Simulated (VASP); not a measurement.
The system is SnSe.

```
Sn Se
1.0
     6.92046    0.00000    0.00000
     0.00000    6.92046    0.00000
     0.00000    0.00000    6.92046
Sn Se
4 4
Direct
  0.87500 0.87500 0.87500
  0.62500 0.12500 0.37500
  0.12500 0.37500 0.62500
  0.37500 0.62500 0.12500
  0.37500 0.37500 0.37500
  0.12500 0.62500 0.87500
  0.62500 0.87500 0.12500
  0.87500 0.12500 0.62500
```

The cell was generated, and may not be a known phase.

| Quantity | Value |
| --- | --- |
| Program | VASP 6.6.1 |
| Task | relaxation of cell and atoms |
| Functional | PBE |
| Potentials or basis | VASP PAW PBE potentials, release 64 (Sn_d, Se) |
| Cutoff | 600 eV |
| k mesh | 4 × 4 × 4 |
| Occupations | gaussian, width 0.1 eV |
| Spin | no spin polarisation |

At the start: pressure 12.5 GPa; volume 41.43 Å³/atom.

**Question.** Where does the relaxation end?

**Answer.** Over 4 steps the energy falls by 517.6 meV/atom and the volume is 60.23 Å³/atom (+45.4 %); space group P4_132 (No. 213, to 0.1 Å) before and after.

Step by step:
```
step  energy change (eV)  largest force (eV/Å)  pressure (GPa)  volume (Å³)
   1              0.0000                0.0000           12.54       331.44
   2             -4.0507                0.0000           -0.89       512.59
   3             -4.1341                0.0000            0.27       473.33
   4             -4.1411                0.0000           -0.01       481.86
```

Final structure:
```
Sn Se
1.0
     7.83985    0.00000    0.00000
     0.00000    7.83985    0.00000
     0.00000    0.00000    7.83985
Sn Se
4 4
Direct
  0.87500 0.87500 0.87500
  0.62500 0.12500 0.37500
  0.12500 0.37500 0.62500
  0.37500 0.62500 0.12500
  0.37500 0.37500 0.37500
  0.12500 0.62500 0.87500
  0.62500 0.87500 0.12500
  0.87500 0.12500 0.62500
```

Caveat: the volume moved by over 15 % at a fixed basis, so the end points are rough.
